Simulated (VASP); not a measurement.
# Ta (P6_3/mmc) in VASP: notebook

Runs on Ta. Level: PBEsol. Tasks: single point, relaxation of cell and atoms.

Program: VASP 6.6.1. These are calculated values, not measurements. Logs are shortened: lines on timing, memory, paths and dates and some standing lists are left out, and cuts for length are marked.

## Step 1: The cell of the first run

It takes space group P6_3/mmc (No. 194, hexagonal). Conventional cell: a = 2.819 Å, b = 2.819 Å, c = 5.024 Å, α = 90.00°, β = 90.00°, γ = 120.00°. Ta (site symmetry -6m2) has 12 Ta at 2.82 to 2.99 Å within 3.7 Å.

## Step 2: Single point, PBEsol

Contents of INCAR:

```
  PREC = Accurate
  ENCUT = 520
  EDIFF = 1E-7
  ISMEAR = -1
  SIGMA = 0.05
  LREAL = F
  LASPH = T
  NELM = 80
  ALGO = Normal
  ISIF = 2
  LWAVE = F
  LCHARG = F
  GGA = PS
  NBANDS = 18
```

Contents of KPOINTS:

```
regular mesh
0
Gamma
  11 11 5
```

Contents of POSCAR:

```
Ta
1.0
    2.8194229064      0.0000000000      0.0000000000
   -1.4097114532      2.4416918610      0.0000000000
    0.0000000000      0.0000000000      5.0240454535
Ta
2
Direct
    0.3333333333      0.6666666667      0.2500000000
    0.6666666667      0.3333333333      0.7500000000
```

Potentials or basis: VASP PAW PBE potentials, release 64 (Ta_pv).

Run with:

```
$ cat potpaw_PBE.64/Ta_pv/POTCAR > POTCAR
$ mpirun -np 1 vasp_std > vasp.out
```

OUTCAR:

```text
PREC = Accurate
   ENCUT = 520
   EDIFF = 1E-7
   ISMEAR = -1
   LREAL = F
   LASPH = T
   NELM = 80
   ISIF = 2
   GGA = PS

 ion  position               nearest neighbor table
   1  0.333  0.667  0.250-   2 2.99   2 2.99   2 2.99   2 2.99   2 2.99   2 2.99
   2  0.667  0.333  0.750-   1 2.99   1 2.99   1 2.99   1 2.99   1 2.99   1 2.99

  LATTYP: Found a hexagonal cell.
 ALAT       =     2.8194229064
 C/A-ratio  =     1.7819410639

  Lattice vectors:

 A1 = (   2.8194229064,   0.0000000000,   0.0000000000)
 A2 = (  -1.4097114532,   2.4416918610,   0.0000000000)
 A3 = (   0.0000000000,   0.0000000000,   5.0240454535)

Analysis of symmetry for initial positions (statically):
=====================================================================
 Subroutine PRICEL returns:
 Original cell was already a primitive cell.

 Routine SETGRP: Setting up the symmetry group for a
 hexagonal supercell.

 Subroutine GETGRP returns: Found 24 space group operations
 (whereof 12 operations were pure point group operations)
 out of a pool of 24 trial point group operations.

The static configuration has the point symmetry D_3d.
 The point group associated with its full space group is D_6h.

Analysis of symmetry for dynamics (positions and initial velocities):
=====================================================================
 Subroutine PRICEL returns:
 Original cell was already a primitive cell.

 Routine SETGRP: Setting up the symmetry group for a
 hexagonal supercell.

 Subroutine GETGRP returns: Found 24 space group operations
 (whereof 12 operations were pure point group operations)
 out of a pool of 24 trial point group operations.

The dynamic configuration has the point symmetry D_3d.
 The point group associated with its full space group is D_6h.

 Subroutine INISYM returns: Found 24 space group operations
 (whereof 12 operations are pure point group operations),
 and found     1 'primitive' translations

----------------------------------------------------------------------------------------

                                     Primitive cell

  volume of cell :      34.5863

  direct lattice vectors                    reciprocal lattice vectors
     2.819422906  0.000000000  0.000000000     0.354682512  0.204776044  0.000000000
    -1.409711453  2.441691861  0.000000000     0.000000000  0.409552088  0.000000000
     0.000000000  0.000000000  5.024045454     0.000000000  0.000000000  0.199042785

  length of vectors
     2.819422906  2.819422906  5.024045454     0.409552088  0.409552088  0.199042785

  position of ions in fractional coordinates (direct lattice)
     0.333333333  0.666666667  0.250000000
     0.666666667  0.333333333  0.750000000

  ion indices of the primitive-cell ions
   primitive index   ion index
                 1           1
                 2           2

----------------------------------------------------------------------------------------

 KPOINTS: regular mesh

Automatic generation of k-mesh.
 Grid dimensions read from file:
 generate k-points for:   11   11    5

 Generating k-lattice:

  Cartesian coordinates                     Fractional coordinates (reciprocal lattice)
     0.032243865  0.018616004  0.000000000     0.090909091 -0.000000000  0.000000000
     0.000000000  0.037232008  0.000000000     0.000000000  0.090909091  0.000000000
     0.000000000  0.000000000  0.039808557     0.000000000  0.000000000  0.200000000

  Length of vectors
     0.037232008  0.037232008  0.039808557

  Shift w.r.t. Gamma in fractional coordinates (k-lattice)
     0.000000000  0.000000000  0.000000000

 Subroutine IBZKPT returns following result:
 ===========================================

 Found     48 irreducible k-points:

 Following reciprocal coordinates:
            Coordinates               Weight
  0.000000  0.000000  0.000000      1.000000
  0.090909  0.000000  0.000000      6.000000
  0.181818  0.000000  0.000000      6.000000
  0.272727 -0.000000  0.000000      6.000000
  0.363636  0.000000  0.000000      6.000000
  0.454545 -0.000000  0.000000      6.000000
[... 16 lines left out ...]
  0.090909  0.090909  0.200000     12.000000
  0.181818  0.090909  0.200000     24.000000
 [... further k-points ...]
   k-points           NKPTS =     48   k-points in BZ     NKDIM =     48   number of bands    NBANDS=     18
   number of dos      NEDOS =    301   number of ions     NIONS =      2
   total plane-waves  NPLWV =  23040
   dimension x,y,z NGX =    24 NGY =   24 NGZ =   40
   dimension x,y,z NGXF=    48 NGYF=   48 NGZF=   80
   ions per type =               2
   NGX,Y,Z   is equivalent  to a cutoff of  14.15, 14.15, 13.24 a.u.
   NGXF,Y,Z  is equivalent  to a cutoff of  28.30, 28.30, 26.47 a.u.
 SYSTEM =  unknown system
   PREC   = accura    normal or accurate (medium, high low for compatibility)
   ISTART =      0    job   : 0-new  1-cont  2-samecut
   ICHARG =      2    charge: 1-file 2-atom 10-const
   ISPIN  =      1    spin polarized calculation?
   LNONCOLLINEAR =      F non collinear calculations
   LSORBIT =      F    spin-orbit coupling
   LASPH  =      T    aspherical Exc in radial PAW
   ENCUT  =  520.0 eV  38.22 Ry    6.18 a.u.   5.24  5.24  9.34*2*pi/ulx,y,z
   NELM   =     80;   NELMIN=  2; NELMDL= -5     # of ELM steps
   EDIFF  = 0.1E-06   stopping-criterion for ELM
   LREAL  =      F    real-space projection
   EDIFFG = 0.1E-05   stopping-criterion for IOM
   NSW    =      0    number of steps for IOM
   IBRION =     -1    ionic relax: 0-MD 1-quasi-New 2-CG
   NFREE  =      0    steps in history (QN), initial steepest desc. (CG)
   ISIF   =      2    stress and relaxation
   ISYM   =      2    0-nonsym 1-usesym 2-fastsym
   POTIM  = 0.5000    time-step for ionic-motion
   TEBEG  =    0.0;   TEEND  =   0.0 temperature during run
   PSTRESS=    0.0 pullay stress
   NELECT =      22.0000    total number of electrons
   NUPDOWN=      -1.0000    fix difference up-down
   EMIN   =  10.00;   EMAX   =-10.00  energy-range for DOS
   EFERMI =   0.00;   METHOD = LEGACY
   ISMEAR =    -1;   SIGMA  =   0.05  broadening in eV -4-tet -1-fermi 0-gaus
   EFERMI_NEDOS =   21; number of points for ismear=-14 and -15
   IALGO  =     38    algorithm
   IMIX   =      4    mixing-type and parameters
     AMIX     =   0.40;   BMIX     =  1.00
     AMIX_MAG =   1.60;   BMIX_MAG =  1.00
  volume/ion in A,a.u.               =      17.29       116.70
  Fermi-wavevector in a.u.,A,eV,Ry     =   1.407929  2.660601 26.970351  1.982265
  Thomas-Fermi vector in A             =   2.530139
   LORBIT       =      0    0 simple, 1 ext, 2 COOP (PROOUT), +10 PAW based schemes
   GGA     = PS    functional components
   LHFCALC =     F    Hartree Fock is set to
   AEXX    =    0.0000 exact exchange contribution
   IVDW    =     0    specifies the selected vdW correction
   LEPSILON=     F    determine dielectric tensor
   LRPA    =     F    only Hartree local field effects (RPA)
 non-spin polarized calculation
  energy-cutoff  :      520.00
  volume of cell :       34.59
 maximum number of plane-waves:       942
 NGX is ok and might be reduce to    24
   NGX = 11   NGY = 11   NGZ = 19

 number of electron      21.9999998 magnetization

 Free energy of the ion-electron system (eV)
  ---------------------------------------------------
  ext. energy  EPLUGINS =         0.00000000
  ---------------------------------------------------
  free energy    TOTEN  =       -24.48329332 eV

  energy without entropy =      -24.46854876  energy(sigma->0) =      -24.47592104

 E-fermi :   6.1134     XC(G=0): -12.9261

 val. band max:        6.0786267276   @ k =   0.3636   0.0000   0.0000
 cond. band min:       6.1145778019   @ k =   0.3636   0.1818   0.0000
 fundamental gap:      0.0359510743
 Fermi energy:         6.1133569971

 k-point     1 :       0.0000    0.0000    0.0000
  band No.  band energies     occupation
      1     -28.4082      2.00000
      2     -27.3188      2.00000
      3     -27.1902      2.00000
      4     -27.1902      2.00000
      5     -27.0827      2.00000
      6     -27.0827      2.00000
[... 10 lines left out ...]
     17      11.7320      0.00000
     18      11.7320      0.00000

 k-point     2 :       0.0909    0.0000    0.0000
  band No.  band energies     occupation
      1     -28.3733      2.00000
      2     -27.3227      2.00000
      3     -27.3033      2.00000
      4     -27.2206      2.00000
      5     -27.1983      2.00000
      6     -27.1029      2.00000
[... 10 lines left out ...]
     17      11.8811      0.00000
     18      12.4699      0.00000

 k-point     3 :       0.1818    0.0000    0.0000
  band No.  band energies     occupation
      1     -28.2752      2.00000
      2     -27.6018      2.00000
      3     -27.4961      2.00000
      4     -27.3371      2.00000
      5     -27.2995      2.00000
      6     -27.1585      2.00000
[... 10 lines left out ...]
     17      12.1100      0.00000
     18      13.9243      0.00000

 k-point     4 :       0.2727   -0.0000    0.0000
  band No.  band energies     occupation
      1     -28.1327      2.00000
      2     -27.9816      2.00000
      3     -27.8627      2.00000
      4     -27.3987      2.00000
      5     -27.3689      2.00000
      6     -27.2329      2.00000
[... 375 lines left out ...]
      4     -27.5198      2.00000
      5     -27.4873      2.00000
      6     -27.3617      2.00000
[... 10 lines left out ...]
     17      13.3256      0.00000
     18      13.7306      0.00000

 k-point    23 :       0.0909    0.0909    0.2000
  band No.  band energies     occupation
      1     -28.2273      2.00000
      2     -27.5107      2.00000
      3     -27.4723      2.00000
      4     -27.3520      2.00000
      5     -27.2485      2.00000
      6     -27.1679      2.00000
[... 10 lines left out ...]
     17      11.7190      0.00000
     18      12.7786      0.00000

 k-point    24 :       0.1818    0.0909    0.2000
  band No.  band energies     occupation
      1     -28.1448      2.00000
      2     -27.7969      2.00000
      3     -27.7446      2.00000
      4     -27.4168      2.00000
      5     -27.3438      2.00000
      6     -27.2543      2.00000
[... 10 lines left out ...]
     17      11.6448      0.00000
     18      13.5503      0.00000

 [... further k-points ...]

------------------------ aborting loop because EDIFF is reached ----------------------------------------

  FORCE on cell =-STRESS in cart. coord.  units (eV):
  Direction    XX          YY          ZZ          XY          YZ          ZX
  --------------------------------------------------------------------------------------
  -------------------------------------------------------------------------------------
  Total        2.2647173      2.2647173      2.2273891      0.0000000      0.0000000     -0.0000000
  in kB      104.9107368    104.9107368    103.1815452      0.0000000      0.0000000     -0.0000000
  external PRESSURE =     104.3343396 kB  Pullay stress =       0.0000000 kB

 VOLUME and BASIS-vectors are now :
 -----------------------------------------------------------------------------
  energy-cutoff  :      520.00
  volume of cell :       34.59
      direct lattice vectors                 reciprocal lattice vectors
     2.819422906  0.000000000  0.000000000     0.354682512  0.204776044  0.000000000
    -1.409711453  2.441691861  0.000000000     0.000000000  0.409552088  0.000000000
     0.000000000  0.000000000  5.024045454     0.000000000  0.000000000  0.199042785

 POSITION                                       TOTAL-FORCE (eV/Angst)
 -----------------------------------------------------------------------------------
     -0.00000      1.62779      1.25601         0.000000     -0.000000      0.000000
      1.40971      0.81390      3.76803        -0.000000      0.000000      0.000000
 -----------------------------------------------------------------------------------
    total drift:                                0.000000     -0.000000      0.000000

  FREE ENERGIE OF THE ION-ELECTRON SYSTEM (eV)
  ---------------------------------------------------
  free  energy   TOTEN  =       -24.4832933157 eV

  energy  without entropy=      -24.4685487562  energy(sigma->0) =      -24.47592104
```

Wall time 12 s (1 thread of Intel Xeon 6975P-C (Granite Rapids), shared host); peak memory 0.16 GiB.

Results:

| Property | Result |
| --- | --- |
| Free energy | -24.4833 eV |
| Pressure | 10.4 GPa |
| Band gap on the k mesh | zero (band 11 reaches 7.25 eV, above the bottom of band 12 at 5.48 eV) |

Caveat: the PAW data sets were made with another functional, which shifts forces and pressure a little; spin-orbit coupling is left out, which moves the levels of the heavy elements.

[end of part 1 of 2]
